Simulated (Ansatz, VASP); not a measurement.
**Two plane-wave programs on S**

INCAR

```
SYSTEM = S
PREC = Accurate ; ENCUT = 600
EDIFF = 1E-7 ; ISMEAR = 0
SIGMA = 0.1 ; LREAL = .False.
LASPH = .True. ; NELM = 100
ALGO = Normal ; ISIF = 3
LWAVE = .False. ; LCHARG = .False.
GGA = PS ; IBRION = 2
NSW = 90 ; EDIFFG = -0.04
```

File KPOINTS:

```
Automatic mesh
0
Gamma
  6 6 4
  0 0 0
```

File POSCAR:

```
S
1.0
    4.4186788847      0.0000000000      0.0000000000
   -2.2093394424      3.8266881653      0.0000000000
    0.0000000000      0.0000000000      5.0131391094
S
3
Direct
    0.2254000000      0.0000000000      0.3333333333
    0.0000000000      0.2254000000      0.6666666667
    0.7746000000      0.7746000000      0.0000000000
```

Input for Ansatz:

```yaml
crystal:
  lattice:
    - [4.4186788847, 0.0, 0.0]
    - [-2.2093394424, 3.8266881653, 0.0]
    - [0.0, 0.0, 5.0131391094]
  atoms:
    - { symbol: S, position: [0.2254, 0.0, 0.3333333333] }
    - { symbol: S, position: [0.0, 0.2254, 0.6666666667] }
    - { symbol: S, position: [0.7746, 0.7746, 0.0] }
basis:
  ecutwfc: 420
kpoints:
  mp_grid: { grid: [6, 6, 4] }
hamiltonian:
  xc: pbesol
scf:
  occupations: { method: gaussian, width: 0.1 }
  lower_state_search: "off"
output:
  forces: true
  stress: true
  eigenvalues: true
relax:
  adjacent_minimum: "off"
  f_tol: 0.04
  max_steps: 70
  cell: { stress_tol: 0.4 }
```

Alike in both runs: task relaxation of cell and atoms; functional PBEsol; k mesh 6 × 6 × 4; occupations gaussian, width 0.1 eV; no spin polarisation.

|  | VASP | Ansatz |
| --- | --- | --- |
| version | VASP 6.6.1 | Ansatz 0.2.0 |
| potentials or method | VASP PAW PBE potentials, release 64 (S), cutoff 600 eV | scalar-relativistic, plane waves, PAW |
| valence electrons in the cell | 18 | 18 |

```csv
,VASP,Ansatz,Ansatz less VASP
"gap on the k mesh at the Fermi level, each at its own relaxed structure (eV)",1.96,1.75,-0.210
relaxed volume (Å³/atom),24.85,23.94,-0.912
relaxed cell length with the largest relative difference (Å),4.430,4.337,-0.0932
```

VASP's potentials were made for PBE, not for PBEsol.
